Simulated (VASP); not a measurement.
Runs of VASP 6.6.1 on Se. The structure is that of space group P3_121 (No. 152), or close to it. The cells are those of the table. 

```csv
task,cell,k mesh,cutoff (eV),gap on the mesh (eV),pressure (GPa),largest force (eV/Å)
relaxation of cell and atoms,"relaxed from a = 4.366, b = 4.366, c = 4.954 Å, angles 90.0, 90.0, 120.0°, 3 atoms",5 × 5 × 4,600,0.85,0.0,-
single point,"a = 4.044, b = 4.044, c = 5.122 Å, angles 90.0, 90.0, 120.0°, 3 atoms",8 × 8 × 6,520,0.72,0.1,(b)
single point,"a = 4.098, b = 4.098, c = 5.189 Å, angles 90.0, 90.0, 120.0°, 3 atoms",8 × 8 × 6,520,(a),-2.3,0.24
single point,"a = 4.044, b = 4.044, c = 5.122 Å, angles 90.0, 90.0, 120.0°, 3 atoms",5 × 5 × 4,520,0.86,(c),0.03
```

Alike in all rows: level PBEsol; potentials or basis VASP PAW PBE potentials, release 64 (Se); no spin polarisation; smearing fermi-dirac 0.05 eV.

Problem. Fill in the values left out.

Solution. (a) 0.70; (b) 0.04; (c) 0.2.

Caveats: the PAW data sets were made with another functional, which shifts forces and pressure a little.

A k mesh can miss the band edges, and the runs leave out spin-orbit coupling on Se.
